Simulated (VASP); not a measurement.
# ZnS (P6_3mc) in VASP: notebook

The runs below take ZnS through single point, with PBE.

Program: VASP 6.6.1. These are calculated values, not measurements. Logs are shortened: lines on timing, memory, paths and dates and some standing lists are left out, and cuts for length are marked.

### 1 The cell of the first run

The structure is hexagonal, space group P6_3mc (No. 186). Conventional cell: a = 4.033 Å, b = 4.033 Å, c = 5.730 Å, α = 90.00°, β = 90.00°, γ = 120.00°. Zn (site symmetry 3m) has 4 S at 2.22 to 2.42 Å within 2.9 Å. Within 2.9 Å of S (site symmetry 3m) lie 4 Zn at 2.22 to 2.42 Å.

### 2 Single point, PBE

The input, INCAR:

```
PREC     = Accurate       # precision mode
ENCUT    = 520            # plane-wave cutoff, eV
EDIFF    = 1E-7           # SCF threshold, eV
ISMEAR   = 0              # smearing method
SIGMA    = 0.05           # smearing width, eV
LREAL    = False          # projectors in reciprocal space
LASPH    = True           # aspherical terms in the spheres
NELM     = 100            # most SCF steps
ALGO     = Normal         # electronic algorithm
ISIF     = 2              # what is computed and relaxed
LWAVE    = False          # write WAVECAR
LCHARG   = False          # write CHGCAR
GGA      = PE             # functional
NBANDS   = 26             # bands
```

The input, KPOINTS:

```
regular mesh
0
Gamma
  9 9 4
```

The input, POSCAR:

```
ZnS
1.0
    4.0333996051      0.0000000000      0.0000000000
   -2.0166998025      3.4930265216      0.0000000000
    0.0000000000      0.0000000000      5.7302508189
Zn S
2 2
Direct
    0.3333333333      0.6666666667      0.0052003725
    0.6666666667      0.3333333333      0.5052003725
    0.3333333333      0.6666666667      0.3930140371
    0.6666666667      0.3333333333      0.8930140371
```

Potentials or basis: VASP PAW PBE potentials, release 64 (Zn, S).

On the command line:

```
$ cat potpaw_PBE.64/Zn/POTCAR potpaw_PBE.64/S/POTCAR > POTCAR
$ mpirun -np 1 vasp_std > vasp.out
```

OUTCAR:

```text
PREC = Accurate
   ENCUT = 520
   EDIFF = 1E-7
   ISMEAR = 0
   LREAL = False
   LASPH = True
   NELM = 100
   ISIF = 2
   GGA = PE

 ion  position               nearest neighbor table
   1  0.333  0.667  0.005-   3 2.22   4 2.42   4 2.42   4 2.42
   2  0.667  0.333  0.505-   4 2.22   3 2.42   3 2.42   3 2.42
   3  0.333  0.667  0.393-   1 2.22   2 2.42   2 2.42   2 2.42
   4  0.667  0.333  0.893-   2 2.22   1 2.42   1 2.42   1 2.42

  LATTYP: Found a hexagonal cell.
 ALAT       =     4.0333996051
 C/A-ratio  =     1.4207000000

  Lattice vectors:

 A1 = (   4.0333996051,   0.0000000000,   0.0000000000)
 A2 = (  -2.0166998025,   3.4930265216,   0.0000000000)
 A3 = (   0.0000000000,   0.0000000000,   5.7302508189)

Analysis of symmetry for initial positions (statically):
=====================================================================
 Subroutine PRICEL returns:
 Original cell was already a primitive cell.

 Routine SETGRP: Setting up the symmetry group for a
 hexagonal supercell.

 Subroutine GETGRP returns: Found 12 space group operations
 (whereof  6 operations were pure point group operations)
 out of a pool of 24 trial point group operations.

The static configuration has the point symmetry C_3v.
 The point group associated with its full space group is C_6v.

Analysis of symmetry for dynamics (positions and initial velocities):
=====================================================================
 Subroutine PRICEL returns:
 Original cell was already a primitive cell.

 Routine SETGRP: Setting up the symmetry group for a
 hexagonal supercell.

 Subroutine GETGRP returns: Found 12 space group operations
 (whereof  6 operations were pure point group operations)
 out of a pool of 24 trial point group operations.

The dynamic configuration has the point symmetry C_3v.
 The point group associated with its full space group is C_6v.

 Subroutine INISYM returns: Found 12 space group operations
 (whereof  6 operations are pure point group operations),
 and found     1 'primitive' translations

----------------------------------------------------------------------------------------

                                     Primitive cell

  volume of cell :      80.7322

  direct lattice vectors                    reciprocal lattice vectors
     4.033399605  0.000000000  0.000000000     0.247929811  0.143142343  0.000000000
    -2.016699802  3.493026522  0.000000000     0.000000000  0.286284686  0.000000000
     0.000000000  0.000000000  5.730250819     0.000000000  0.000000000  0.174512431

  length of vectors
     4.033399605  4.033399605  5.730250819     0.286284686  0.286284686  0.174512431

  position of ions in fractional coordinates (direct lattice)
     0.333333333  0.666666667  0.005200372
     0.666666667  0.333333333  0.505200372
     0.333333333  0.666666667  0.393014037
     0.666666667  0.333333333  0.893014037

  ion indices of the primitive-cell ions
   primitive index   ion index
                 1           1
                 2           2
                 3           3
                 4           4

----------------------------------------------------------------------------------------

 KPOINTS: regular mesh

Automatic generation of k-mesh.
 Grid dimensions read from file:
 generate k-points for:    9    9    4

 Generating k-lattice:

  Cartesian coordinates                     Fractional coordinates (reciprocal lattice)
     0.027547757  0.015904705  0.000000000     0.111111111  0.000000000  0.000000000
     0.000000000  0.031809410  0.000000000     0.000000000  0.111111111  0.000000000
     0.000000000  0.000000000  0.043628108     0.000000000  0.000000000  0.250000000

  Length of vectors
     0.031809410  0.031809410  0.043628108

  Shift w.r.t. Gamma in fractional coordinates (k-lattice)
     0.000000000  0.000000000  0.000000000

 Subroutine IBZKPT returns following result:
 ===========================================

 Found     36 irreducible k-points:

 Following reciprocal coordinates:
            Coordinates               Weight
  0.000000  0.000000  0.000000      1.000000
  0.111111  0.000000  0.000000      6.000000
  0.222222 -0.000000  0.000000      6.000000
  0.333333  0.000000  0.000000      6.000000
  0.444444 -0.000000  0.000000      6.000000
  0.111111  0.111111  0.000000      6.000000
[... 16 lines left out ...]
  0.333333  0.222222  0.250000     24.000000
  0.333333  0.333333  0.250000      4.000000
 [... further k-points ...]
   k-points           NKPTS =     36   k-points in BZ     NKDIM =     36   number of bands    NBANDS=     26
   number of dos      NEDOS =    301   number of ions     NIONS =      4
   total plane-waves  NPLWV =  43200
   dimension x,y,z NGX =    30 NGY =   30 NGZ =   48
   dimension x,y,z NGXF=    60 NGYF=   60 NGZF=   96
   ions per type =               2   2
   NGX,Y,Z   is equivalent  to a cutoff of  12.37, 12.37, 13.93 a.u.
   NGXF,Y,Z  is equivalent  to a cutoff of  24.73, 24.73, 27.85 a.u.
 SYSTEM =  unknown system
   PREC   = accura    normal or accurate (medium, high low for compatibility)
   ISTART =      0    job   : 0-new  1-cont  2-samecut
   ICHARG =      2    charge: 1-file 2-atom 10-const
   ISPIN  =      1    spin polarized calculation?
   LNONCOLLINEAR =      F non collinear calculations
   LSORBIT =      F    spin-orbit coupling
   LASPH  =      T    aspherical Exc in radial PAW
   ENCUT  =  520.0 eV  38.22 Ry    6.18 a.u.   7.50  7.50 10.65*2*pi/ulx,y,z
   NELM   =    100;   NELMIN=  2; NELMDL= -5     # of ELM steps
   EDIFF  = 0.1E-06   stopping-criterion for ELM
   LREAL  =      F    real-space projection
   EDIFFG = 0.1E-05   stopping-criterion for IOM
   NSW    =      0    number of steps for IOM
   IBRION =     -1    ionic relax: 0-MD 1-quasi-New 2-CG
   NFREE  =      0    steps in history (QN), initial steepest desc. (CG)
   ISIF   =      2    stress and relaxation
   ISYM   =      2    0-nonsym 1-usesym 2-fastsym
   POTIM  = 0.5000    time-step for ionic-motion
   TEBEG  =    0.0;   TEEND  =   0.0 temperature during run
   PSTRESS=    0.0 pullay stress
   NELECT =      36.0000    total number of electrons
   NUPDOWN=      -1.0000    fix difference up-down
   EMIN   =  10.00;   EMAX   =-10.00  energy-range for DOS
   EFERMI =   0.00;   METHOD = LEGACY
   ISMEAR =     0;   SIGMA  =   0.05  broadening in eV -4-tet -1-fermi 0-gaus
   EFERMI_NEDOS =   21; number of points for ismear=-14 and -15
   IALGO  =     38    algorithm
   IMIX   =      4    mixing-type and parameters
     AMIX     =   0.40;   BMIX     =  1.00
     AMIX_MAG =   1.60;   BMIX_MAG =  1.00
  volume/ion in A,a.u.               =      20.18       136.20
  Fermi-wavevector in a.u.,A,eV,Ry     =   1.250720  2.363518 21.283599  1.564300
  Thomas-Fermi vector in A             =   2.384701
   LORBIT       =      0    0 simple, 1 ext, 2 COOP (PROOUT), +10 PAW based schemes
   GGA     = PE    functional components
   LHFCALC =     F    Hartree Fock is set to
   AEXX    =    0.0000 exact exchange contribution
   IVDW    =     0    specifies the selected vdW correction
   LEPSILON=     F    determine dielectric tensor
   LRPA    =     F    only Hartree local field effects (RPA)
 non-spin polarized calculation
 Gauss-broadening in eV      SIGMA  =   0.05
  energy-cutoff  :      520.00
  volume of cell :       80.73
 maximum number of plane-waves:      2210
 NGX is ok and might be reduce to    30
   NGX = 15   NGY = 15   NGZ = 21

 number of electron      36.0000042 magnetization

 Free energy of the ion-electron system (eV)
  ---------------------------------------------------
  ext. energy  EPLUGINS =         0.00000000
  ---------------------------------------------------
  free energy    TOTEN  =       -13.33965154 eV

  energy without entropy =      -13.33965154  energy(sigma->0) =      -13.33965154

 E-fermi :   2.2606     XC(G=0):  -9.5048

 val. band max:        2.0103179822   @ k =   0.0000   0.0000   0.0000
 cond. band min:       3.8746485823   @ k =   0.0000   0.0000   0.0000
 fundamental gap:      1.8643306001
 Fermi energy:         2.2605847215

 k-point     1 :       0.0000    0.0000    0.0000
  band No.  band energies     occupation
      1     -11.1089      2.00000
      2      -9.9123      2.00000
      3      -4.3516      2.00000
      4      -4.3087      2.00000
      5      -4.3087      2.00000
      6      -4.2175      2.00000
[... 18 lines left out ...]
     25      10.3674      0.00000
     26      11.3894      0.00000

 k-point     2 :       0.1111    0.0000    0.0000
  band No.  band energies     occupation
      1     -11.0396      2.00000
      2      -9.8937      2.00000
      3      -4.3558      2.00000
      4      -4.2958      2.00000
      5      -4.2932      2.00000
      6      -4.2116      2.00000
[... 18 lines left out ...]
     25      10.4177      0.00000
     26      10.8540      0.00000

 k-point     3 :       0.2222   -0.0000    0.0000
  band No.  band energies     occupation
      1     -10.8477      2.00000
      2      -9.8561      2.00000
      3      -4.3575      2.00000
      4      -4.2674      2.00000
      5      -4.2553      2.00000
      6      -4.1895      2.00000
[... 18 lines left out ...]
     25      10.6415      0.00000
     26      10.9078      0.00000

 k-point     4 :       0.3333    0.0000    0.0000
  band No.  band energies     occupation
      1     -10.5846      2.00000
      2      -9.8454      2.00000
      3      -4.3500      2.00000
      4      -4.2438      2.00000
      5      -4.1973      2.00000
      6      -4.1375      2.00000
[... 18 lines left out ...]
     25      11.2594      0.00000
     26      11.7199      0.00000
[... 496 lines left out ...]
      1     -10.3522      2.00000
      2      -9.9343      2.00000
      3      -4.3354      2.00000
      4      -4.2713      2.00000
      5      -4.1935      2.00000
      6      -4.1743      2.00000
[... 18 lines left out ...]
     25      10.5029      0.00000
     26      11.5364      0.00000

 k-point    23 :       0.3333    0.2222    0.2500
  band No.  band energies     occupation
      1     -10.1691      2.00000
      2      -9.9575      2.00000
      3      -4.3136      2.00000
      4      -4.2518      2.00000
      5      -4.2166      2.00000
      6      -4.0917      2.00000
[... 18 lines left out ...]
     25      10.7659      0.00000
     26      11.6635      0.00000

 k-point    24 :       0.3333    0.3333    0.2500
  band No.  band energies     occupation
      1     -10.0356      2.00000
      2     -10.0356      2.00000
      3      -4.2619      2.00000
      4      -4.2619      2.00000
      5      -4.2477      2.00000
      6      -4.0387      2.00000
[... 18 lines left out ...]
     25      11.4063      0.00000
     26      11.4068      0.00000

 [... further k-points ...]

------------------------ aborting loop because EDIFF is reached ----------------------------------------

  FORCE on cell =-STRESS in cart. coord.  units (eV):
  Direction    XX          YY          ZZ          XY          YZ          ZX
  --------------------------------------------------------------------------------------
  -------------------------------------------------------------------------------------
  Total       -2.0777415     -2.0777415      6.3981126     -0.0000000      0.0000000      0.0000000
  in kB      -41.2339869    -41.2339869    126.9742614     -0.0000000      0.0000000      0.0000000
  external PRESSURE =      14.8354292 kB  Pullay stress =       0.0000000 kB

 VOLUME and BASIS-vectors are now :
 -----------------------------------------------------------------------------
  energy-cutoff  :      520.00
  volume of cell :       80.73
      direct lattice vectors                 reciprocal lattice vectors
     4.033399605  0.000000000  0.000000000     0.247929811  0.143142343  0.000000000
    -2.016699802  3.493026522  0.000000000     0.000000000  0.286284686  0.000000000
     0.000000000  0.000000000  5.730250819     0.000000000  0.000000000  0.174512431

 POSITION                                       TOTAL-FORCE (eV/Angst)
 -----------------------------------------------------------------------------------
     -0.00000      2.32868      0.02980        -0.000000      0.000000     -0.689513
      2.01670      1.16434      2.89492         0.000000     -0.000000     -0.689513
     -0.00000      2.32868      2.25207         0.000000     -0.000000      0.689513
      2.01670      1.16434      5.11719        -0.000000      0.000000      0.689513
 -----------------------------------------------------------------------------------
    total drift:                               -0.000000     -0.000000     -0.000876

  FREE ENERGIE OF THE ION-ELECTRON SYSTEM (eV)
  ---------------------------------------------------
  free  energy   TOTEN  =       -13.3396515379 eV

  energy  without entropy=      -13.3396515379  energy(sigma->0) =      -13.33965154
```

Wall time 1.7 min (1 thread of Intel Xeon 8259CL, shared host); peak memory 0.23 GiB.

What came out:

```
Free energy            : -13.3397 eV
Pressure               : 1.5 GPa
Largest force          : 0.690 eV/Å
Band gap on the k mesh : 1.86 eV
```

Forces in eV/Å, atoms in the order of the input:
```
Zn   0.000  0.000 -0.690
Zn   0.000  0.000 -0.690
S    0.000  0.000  0.690
S    0.000  0.000  0.690
```

Caveat: an odd mesh through Γ misses points on the zone boundary, where band edges can lie.

(Continued in part 2 of 2.)
